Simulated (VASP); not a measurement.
Input of a VASP 6.6.1 run:

File INCAR:

```
SYSTEM = K
PREC = Accurate
ENCUT = 520
EDIFF = 1E-6
ISMEAR = -1
SIGMA = 0.05
LREAL = .False.
LASPH = .True.
NELM = 100
ALGO = Fast
ISIF = 2
LWAVE = .False.
LCHARG = .True.
GGA = PS
LELF = .True.
LVHAR = .True.
NBANDS = 10
```

KPOINTS

```
Automatic mesh
0
Gamma
  7 7 7
  0 0 0
```

File POSCAR:

```
K
1.0
   -2.6080288539      2.6080288539      2.6080288539
    2.6080288539     -2.6080288539      2.6080288539
    2.6080288539      2.6080288539     -2.6080288539
K
1
Direct
    0.0000000000      0.0000000000      0.0000000000
```

Potentials or basis: VASP PAW PBE potentials, release 64 (K_sv).

The run is started by

```console
$ cat potpaw_PBE.64/K_sv/POTCAR > POTCAR
$ mpirun -np 1 vasp_std > vasp.out
```

(1) What does it give for the pressure?

Answers

(1) 0.0 GPa.

Caveat: the PAW data sets were made with another functional, which shifts forces and pressure a little.
